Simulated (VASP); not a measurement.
# Hf (P6_3/mmc) in VASP: further runs

The runs below take Hf through single point, with PBE.

All numbers are computed with VASP 6.6.1; they aren't measurements. Logs are shortened: lines on timing, memory, paths and dates and some standing lists are left out, and cuts for length are marked.

## 1. The cell of the first run

The structure is hexagonal, space group P6_3/mmc (No. 194). Conventional cell: a = 3.205 Å, b = 3.205 Å, c = 5.064 Å, α = 90.00°, β = 90.00°, γ = 120.00°. Hf (site symmetry -6m2) has 12 Hf at 3.14 to 3.21 Å within 4.1 Å.

## 2. Single point, PBE

Input file INCAR:

```
SYSTEM = Hf
ALGO = Normal
EDIFF = 1E-6
ENCUT = 520
GGA = PE
ISIF = 2
ISMEAR = -1
LASPH = .True.
LCHARG = .True.
LELF = .True.
LREAL = .False.
LVHAR = .True.
LWAVE = .False.
NBANDS = 17
NELM = 80
PREC = Accurate
SIGMA = 0.05
```

Input file KPOINTS:

```
k-points
0
Gamma
  14 14 8
  0 0 0
```

Input file POSCAR:

```
Hf
1.0
    3.2052794892      0.0000000000      0.0000000000
   -1.6026397446      2.7758534639      0.0000000000
    0.0000000000      0.0000000000      5.0644648307
Hf
2
Direct
    0.3333333333      0.6666666667      0.2500000000
    0.6666666667      0.3333333333      0.7500000000
```

Potentials or basis: VASP PAW PBE potentials, release 64 (Hf_pv).

Command:

```console
> cat potpaw_PBE.64/Hf_pv/POTCAR > POTCAR
> mpirun -np 1 vasp_std > vasp.out
```

OUTCAR:

```text
SYSTEM = Hf
   EDIFF = 1E-6
   ENCUT = 520
   GGA = PE
   ISIF = 2
   ISMEAR = -1
   LASPH = .True.
   LREAL = .False.
   NELM = 80
   PREC = Accurate

 ion  position               nearest neighbor table
   1  0.333  0.667  0.250-   2 3.14   2 3.14   2 3.14   2 3.14   2 3.14   2 3.14
   2  0.667  0.333  0.750-   1 3.14   1 3.14   1 3.14   1 3.14   1 3.14   1 3.14

  LATTYP: Found a hexagonal cell.
 ALAT       =     3.2052794892
 C/A-ratio  =     1.5800384484

  Lattice vectors:

 A1 = (   3.2052794892,   0.0000000000,   0.0000000000)
 A2 = (  -1.6026397446,   2.7758534639,   0.0000000000)
 A3 = (   0.0000000000,   0.0000000000,   5.0644648307)

Analysis of symmetry for initial positions (statically):
=====================================================================
 Subroutine PRICEL returns:
 Original cell was already a primitive cell.

 Routine SETGRP: Setting up the symmetry group for a
 hexagonal supercell.

 Subroutine GETGRP returns: Found 24 space group operations
 (whereof 12 operations were pure point group operations)
 out of a pool of 24 trial point group operations.

The static configuration has the point symmetry D_3d.
 The point group associated with its full space group is D_6h.

Analysis of symmetry for dynamics (positions and initial velocities):
=====================================================================
 Subroutine PRICEL returns:
 Original cell was already a primitive cell.

 Routine SETGRP: Setting up the symmetry group for a
 hexagonal supercell.

 Subroutine GETGRP returns: Found 24 space group operations
 (whereof 12 operations were pure point group operations)
 out of a pool of 24 trial point group operations.

The dynamic configuration has the point symmetry D_3d.
 The point group associated with its full space group is D_6h.

 Subroutine INISYM returns: Found 24 space group operations
 (whereof 12 operations are pure point group operations),
 and found     1 'primitive' translations

----------------------------------------------------------------------------------------

                                     Primitive cell

  volume of cell :      45.0605

  direct lattice vectors                    reciprocal lattice vectors
     3.205279489  0.000000000  0.000000000     0.311985274  0.180124782  0.000000000
    -1.602639745  2.775853464  0.000000000     0.000000000  0.360249564  0.000000000
     0.000000000  0.000000000  5.064464831     0.000000000  0.000000000  0.197454229

  length of vectors
     3.205279489  3.205279489  5.064464831     0.360249564  0.360249564  0.197454229

  position of ions in fractional coordinates (direct lattice)
     0.333333333  0.666666667  0.250000000
     0.666666667  0.333333333  0.750000000

  ion indices of the primitive-cell ions
   primitive index   ion index
                 1           1
                 2           2

----------------------------------------------------------------------------------------

 KPOINTS: k-points

Automatic generation of k-mesh.
 Grid dimensions read from file:
 generate k-points for:   14   14    8

 Generating k-lattice:

  Cartesian coordinates                     Fractional coordinates (reciprocal lattice)
     0.022284662  0.012866056  0.000000000     0.071428571  0.000000000  0.000000000
     0.000000000  0.025732112  0.000000000     0.000000000  0.071428571  0.000000000
     0.000000000  0.000000000  0.024681779     0.000000000  0.000000000  0.125000000

  Length of vectors
     0.025732112  0.025732112  0.024681779

  Shift w.r.t. Gamma in fractional coordinates (k-lattice)
     0.000000000  0.000000000  0.000000000

 Subroutine IBZKPT returns following result:
 ===========================================

 Found    120 irreducible k-points:

 Following reciprocal coordinates:
            Coordinates               Weight
  0.000000  0.000000  0.000000      1.000000
  0.071429 -0.000000  0.000000      6.000000
  0.142857 -0.000000  0.000000      6.000000
  0.214286 -0.000000  0.000000      6.000000
  0.285714  0.000000  0.000000      6.000000
  0.357143 -0.000000  0.000000      6.000000
[... 16 lines left out ...]
  0.285714  0.285714  0.000000      6.000000
  0.357143  0.285714  0.000000      6.000000
 [... further k-points ...]
   k-points           NKPTS =    120   k-points in BZ     NKDIM =    120   number of bands    NBANDS=     17
   number of dos      NEDOS =    301   number of ions     NIONS =      2
   total plane-waves  NPLWV =  23040
   dimension x,y,z NGX =    24 NGY =   24 NGZ =   40
   dimension x,y,z NGXF=    48 NGYF=   48 NGZF=   80
   ions per type =               2
   NGX,Y,Z   is equivalent  to a cutoff of  12.45, 12.45, 13.13 a.u.
   NGXF,Y,Z  is equivalent  to a cutoff of  24.90, 24.90, 26.26 a.u.
 SYSTEM =  Hf
   PREC   = accura    normal or accurate (medium, high low for compatibility)
   ISTART =      0    job   : 0-new  1-cont  2-samecut
   ICHARG =      2    charge: 1-file 2-atom 10-const
   ISPIN  =      1    spin polarized calculation?
   LNONCOLLINEAR =      F non collinear calculations
   LSORBIT =      F    spin-orbit coupling
   LASPH  =      T    aspherical Exc in radial PAW
   ENCUT  =  520.0 eV  38.22 Ry    6.18 a.u.   5.96  5.96  9.42*2*pi/ulx,y,z
   NELM   =     80;   NELMIN=  2; NELMDL= -5     # of ELM steps
   EDIFF  = 0.1E-05   stopping-criterion for ELM
   LREAL  =      F    real-space projection
   EDIFFG = 0.1E-04   stopping-criterion for IOM
   NSW    =      0    number of steps for IOM
   IBRION =     -1    ionic relax: 0-MD 1-quasi-New 2-CG
   NFREE  =      0    steps in history (QN), initial steepest desc. (CG)
   ISIF   =      2    stress and relaxation
   ISYM   =      2    0-nonsym 1-usesym 2-fastsym
   POTIM  = 0.5000    time-step for ionic-motion
   TEBEG  =    0.0;   TEEND  =   0.0 temperature during run
   PSTRESS=    0.0 pullay stress
   NELECT =      20.0000    total number of electrons
   NUPDOWN=      -1.0000    fix difference up-down
   EMIN   =  10.00;   EMAX   =-10.00  energy-range for DOS
   EFERMI =   0.00;   METHOD = LEGACY
   ISMEAR =    -1;   SIGMA  =   0.05  broadening in eV -4-tet -1-fermi 0-gaus
   EFERMI_NEDOS =   21; number of points for ismear=-14 and -15
   IALGO  =     38    algorithm
   IMIX   =      4    mixing-type and parameters
     AMIX     =   0.40;   BMIX     =  1.00
     AMIX_MAG =   1.60;   BMIX_MAG =  1.00
  volume/ion in A,a.u.               =      22.53       152.04
  Fermi-wavevector in a.u.,A,eV,Ry     =   1.248781  2.359853 21.217648  1.559453
  Thomas-Fermi vector in A             =   2.382851
   LORBIT       =      0    0 simple, 1 ext, 2 COOP (PROOUT), +10 PAW based schemes
   GGA     = PE    functional components
   LHFCALC =     F    Hartree Fock is set to
   AEXX    =    0.0000 exact exchange contribution
   IVDW    =     0    specifies the selected vdW correction
   LEPSILON=     F    determine dielectric tensor
   LRPA    =     F    only Hartree local field effects (RPA)
 non-spin polarized calculation
  energy-cutoff  :      520.00
  volume of cell :       45.06
 maximum number of plane-waves:      1236
 NGX is ok and might be reduce to    24
   NGX = 11   NGY = 11   NGZ = 19

 number of electron      20.0000005 magnetization

 Free energy of the ion-electron system (eV)
  ---------------------------------------------------
  ext. energy  EPLUGINS =         0.00000000
  ---------------------------------------------------
  free energy    TOTEN  =       -19.85700619 eV

  energy without entropy =      -19.84600176  energy(sigma->0) =      -19.85150398

 E-fermi :   4.8729     XC(G=0): -11.2510

 val. band max:        4.8583781999   @ k =   0.2857   0.2857   0.2500
 cond. band min:       4.8788730253   @ k =   0.4286   0.1429   0.3750
 fundamental gap:      0.0204948254
 Fermi energy:         4.8728524484

 k-point     1 :       0.0000    0.0000    0.0000
  band No.  band energies     occupation
      1     -26.2135      2.00000
      2     -25.4853      2.00000
      3     -25.4853      2.00000
      4     -25.3648      2.00000
      5     -25.3595      2.00000
      6     -25.3595      2.00000
[... 9 lines left out ...]
     16       7.4817      0.00000
     17      10.1632      0.00000

 k-point     2 :       0.0714   -0.0000    0.0000
  band No.  band energies     occupation
      1     -26.2006      2.00000
      2     -25.5127      2.00000
      3     -25.4946      2.00000
      4     -25.3885      2.00000
      5     -25.3707      2.00000
      6     -25.3631      2.00000
[... 9 lines left out ...]
     16       7.3349      0.00000
     17      10.2826      0.00000

 k-point     3 :       0.1429   -0.0000    0.0000
  band No.  band energies     occupation
      1     -26.1632      2.00000
      2     -25.5895      2.00000
      3     -25.5199      2.00000
      4     -25.4681      2.00000
      5     -25.3888      2.00000
      6     -25.3740      2.00000
[... 9 lines left out ...]
     16       7.4018      0.00000
     17      10.5508      0.00000

 k-point     4 :       0.2143   -0.0000    0.0000
  band No.  band energies     occupation
      1     -26.1049      2.00000
      2     -25.7005      2.00000
      3     -25.5793      2.00000
      4     -25.5551      2.00000
      5     -25.4188      2.00000
      6     -25.3906      2.00000
[... 9 lines left out ...]
     16       8.0427      0.00000
     17      10.8302      0.00000

 k-point     5 :       0.2857    0.0000    0.0000
  band No.  band energies     occupation
      1     -26.0322      2.00000
      2     -25.8238      2.00000
      3     -25.6978      2.00000
      4     -25.5927      2.00000
      5     -25.4601      2.00000
      6     -25.4102      2.00000
[... 9 lines left out ...]
     16       8.8704      0.00000
     17      11.0486      0.00000

 k-point     6 :       0.3571   -0.0000    0.0000
  band No.  band energies     occupation
      1     -25.9542      2.00000
      2     -25.9344      2.00000
      3     -25.8006      2.00000
      4     -25.6257      2.00000
      5     -25.5097      2.00000
      6     -25.4285      2.00000
[... 9 lines left out ...]
     16       9.7893      0.00000
     17      11.1902      0.00000

 k-point     7 :       0.4286   -0.0000    0.0000
  band No.  band energies     occupation
      1     -26.0106      2.00000
      2     -25.8861      2.00000
      3     -25.8699      2.00000
      4     -25.6481      2.00000
      5     -25.5580      2.00000
      6     -25.4414      2.00000
[... 9 lines left out ...]
     16      10.6744      0.00000
     17      11.2654      0.00000

 k-point     8 :       0.5000   -0.0000    0.0000
  band No.  band energies     occupation
      1     -26.0377      2.00000
      2     -25.8943      2.00000
      3     -25.8559      2.00000
      4     -25.6560      2.00000
      5     -25.5811      2.00000
      6     -25.4460      2.00000
[... 9 lines left out ...]
     16      11.2885      0.00000
     17      11.7693      0.00000
[... 203 lines left out ...]
      1     -26.0073      2.00000
      2     -25.8656      2.00000
      3     -25.8258      2.00000
      4     -25.7110      2.00000
      5     -25.6048      2.00000
      6     -25.5155      2.00000
[... 9 lines left out ...]
     16      10.9474      0.00000
     17      11.6882      0.00000

 k-point    20 :       0.2143    0.2143    0.0000
  band No.  band energies     occupation
      1     -25.9317      2.00000
      2     -25.8701      2.00000
      3     -25.8401      2.00000
      4     -25.6383      2.00000
      5     -25.5247      2.00000
      6     -25.5159      2.00000
[... 9 lines left out ...]
     16      10.6096      0.00000
     17      10.7997      0.00000

 k-point    21 :       0.2857    0.2143    0.0000
  band No.  band energies     occupation
      1     -25.9341      2.00000
      2     -25.8587      2.00000
      3     -25.8527      2.00000
      4     -25.6989      2.00000
      5     -25.5782      2.00000
      6     -25.5595      2.00000
[... 9 lines left out ...]
     16      10.7614      0.00000
     17      11.4645      0.00000

 k-point    22 :       0.3571    0.2143    0.0000
  band No.  band energies     occupation
      1     -25.9699      2.00000
      2     -25.8396      2.00000
      3     -25.8004      2.00000
      4     -25.7530      2.00000
      5     -25.6257      2.00000
      6     -25.5825      2.00000
[... 9 lines left out ...]
     16      10.7380      0.00000
     17      11.3294      0.00000

 k-point    23 :       0.2857    0.2857    0.0000
  band No.  band energies     occupation
      1     -25.9417      2.00000
      2     -25.8448      2.00000
      3     -25.7899      2.00000
      4     -25.7529      2.00000
      5     -25.6346      2.00000
      6     -25.6223      2.00000
[... 9 lines left out ...]
     16      10.6558      0.00000
     17      11.2977      0.00000

 k-point    24 :       0.3571    0.2857    0.0000
  band No.  band energies     occupation
      1     -25.9439      2.00000
      2     -25.8069      2.00000
      3     -25.8039      2.00000
      4     -25.7443      2.00000
      5     -25.6757      2.00000
      6     -25.6486      2.00000
[... 9 lines left out ...]
     16      10.6181      0.00000
     17      10.6216      0.00000

 [... further k-points ...]
[... 5 lines left out ...]
  --------------------------------------------------------------------------------------
  -------------------------------------------------------------------------------------
  Total       -0.1184401     -0.1184401     -0.1433516     -0.0000000     -0.0000000     -0.0000000
  in kB       -4.2112733     -4.2112733     -5.0970276     -0.0000000     -0.0000000     -0.0000000
  external PRESSURE =      -4.5065248 kB  Pullay stress =       0.0000000 kB

 VOLUME and BASIS-vectors are now :
 -----------------------------------------------------------------------------
  energy-cutoff  :      520.00
  volume of cell :       45.06
      direct lattice vectors                 reciprocal lattice vectors
     3.205279489  0.000000000  0.000000000     0.311985274  0.180124782  0.000000000
    -1.602639745  2.775853464  0.000000000     0.000000000  0.360249564  0.000000000
     0.000000000  0.000000000  5.064464831     0.000000000  0.000000000  0.197454229

 POSITION                                       TOTAL-FORCE (eV/Angst)
 -----------------------------------------------------------------------------------
     -0.00000      1.85057      1.26612        -0.000000      0.000000      0.000000
      1.60264      0.92528      3.79835         0.000000     -0.000000      0.000000
 -----------------------------------------------------------------------------------
    total drift:                               -0.000000      0.000000     -0.000000

  FREE ENERGIE OF THE ION-ELECTRON SYSTEM (eV)
  ---------------------------------------------------
  free  energy   TOTEN  =       -19.8570061903 eV

  energy  without entropy=      -19.8460017598  energy(sigma->0) =      -19.85150398
```

Run time: 31 s. Hardware: 1 thread of Intel Xeon 6975P-C (Granite Rapids), shared host; peak memory 0.21 GiB.

Results:

| Property | Result |
| --- | --- |
| Free energy | -19.8570 eV |
| Pressure | -0.5 GPa |
| Band gap on the k mesh | zero (band 10 reaches 6.05 eV, above the bottom of band 11 at 4.50 eV) |

Levels at points of the mesh, in eV from the Fermi level:
```tsv
k point	band 6	band 7	band 8	band 9	band 10	band 11	band 12	band 13	band 14	band 15
(0.00, 0.00, 0.00)	-30.23	-7.36	-3.69	0.62	1.17	1.17	1.46	1.99	1.99	2.61
(0.50, 0.00, 0.00)	-30.32	-3.35	-2.72	-2.21	-0.82	0.78	0.87	1.67	5.83	6.34
(0.00, 0.00, 0.50)	-30.30	-5.39	-5.39	0.15	0.15	1.06	1.06	1.06	1.06	4.76
(0.50, 0.00, 0.50)	-30.42	-3.39	-3.39	-0.97	-0.97	1.15	1.15	2.62	2.62	6.05
```

Caveat: spin-orbit coupling is left out, which moves the levels of the heavy elements.

## 3. Single point, PBE (z stretched by -4 % at fixed volume)

Input file INCAR:

```
  PREC = Accurate
  ENCUT = 520
  EDIFF = 1E-7
  ISMEAR = -1
  SIGMA = 0.05
  LREAL = False
  LASPH = True
  NELM = 60
  ALGO = Normal
  ISIF = 2
  LWAVE = False
  LCHARG = False
  GGA = PE
  NBANDS = 17
```

Input file KPOINTS:

```
regular mesh
0
Gamma
  14 14 8
```

Input file POSCAR:

```
Hf
1.0
    3.2713746800      0.0000000000      0.0000000000
   -1.6356873400      2.8330935782      0.0000000000
    0.0000000000      0.0000000000      4.8618862374
Hf
2
Direct
    0.3333333333      0.6666666667      0.2500000000
    0.6666666667      0.3333333333      0.7500000000
```

Potentials or basis: VASP PAW PBE potentials, release 64 (Hf_pv).

Command:

```console
> cat potpaw_PBE.64/Hf_pv/POTCAR > POTCAR
> mpirun -np 1 vasp_std > vasp.out
```

Wall time 32 s (1 thread of Intel Xeon 6975P-C (Granite Rapids), shared host); peak memory 0.2 GiB.

The run converged. Its results:

```
Free energy            : -19.8131 eV
Pressure               : -0.1 GPa
Band gap on the k mesh : zero (band 10 reaches 5.90 eV, above the bottom of band 11 at 4.51 eV)
```

Stress tensor (GPa, compression positive):
```
-2.63  0.00  0.00
 0.00 -2.63  0.00
 0.00  0.00  5.08
```

Levels at points of the mesh, in eV from the Fermi level:
| k point | band 8 | band 9 | band 10 | band 11 | band 12 | band 13 |
| --- | --- | --- | --- | --- | --- | --- |
| (0.00, 0.00, 0.00) | -3.60 | 0.99 | 0.99 | 1.12 | 1.97 | 1.97 |
| (0.50, 0.00, 0.00) | -2.78 | -2.14 | -1.09 | 0.35 | 1.17 | 1.99 |
| (0.00, 0.00, 0.50) | -5.24 | 0.41 | 0.41 | 0.74 | 0.74 | 0.74 |
| (0.50, 0.00, 0.50) | -3.42 | -0.85 | -0.85 | 1.09 | 1.09 | 2.31 |

Caveat: spin-orbit coupling is left out, which moves the levels of the heavy elements.

## 4. Single point, PBE

Input file INCAR:

```
SYSTEM = Hf
  ALGO = Normal
  EDIFF = 1E-7
  ENCUT = 520
  GGA = PE
  ISIF = 2
  ISMEAR = 0
  LASPH = .True.
  LCHARG = .False.
  LREAL = .False.
  LWAVE = .False.
  NBANDS = 17
  NELM = 100
  PREC = Accurate
  SIGMA = 0.2
```

Input file KPOINTS:

```
k-points
0
Gamma
  14 14 8
  0 0 0
```

Input file POSCAR:

```
Hf
1.0
    3.2052794892      0.0000000000      0.0000000000
   -1.6026397446      2.7758534639      0.0000000000
    0.0000000000      0.0000000000      5.0644648307
Hf
2
Direct
    0.3333333333      0.6666666667      0.2500000000
    0.6666666667      0.3333333333      0.7500000000
```

Command:

```console
> cat potpaw_PBE.64/Hf_pv/POTCAR > POTCAR
> mpirun -np 1 vasp_std > vasp.out
```

Wall time 33 s (1 thread of Intel Xeon 6975P-C (Granite Rapids), shared host); peak memory 0.21 GiB.

Results (log left out):

```yaml
Free_energy: -19.8652 eV
Pressure: -0.4 GPa
Band_gap_on_the_k_mesh: zero (band 10 reaches 6.05 eV, above the bottom of band 11 at 4.50 eV)
```

Levels at points of the mesh, in eV from the Fermi level:
```
           k point  band 7  band 8  band 9  band 10  band 11  band 12  band 13  band 14
(0.00, 0.00, 0.00)   -7.35   -3.68    0.63     1.18     1.18     1.47     2.00     2.00
(0.50, 0.00, 0.00)   -3.34   -2.72   -2.20    -0.81     0.79     0.87     1.68     5.84
(0.00, 0.00, 0.50)   -5.38   -5.38    0.16     0.16     1.07     1.07     1.07     1.07
(0.50, 0.00, 0.50)   -3.38   -3.38   -0.97    -0.97     1.16     1.16     2.63     2.63
```

Caveat: spin-orbit coupling is left out, which moves the levels of the heavy elements.

[end of part 1 of 2]
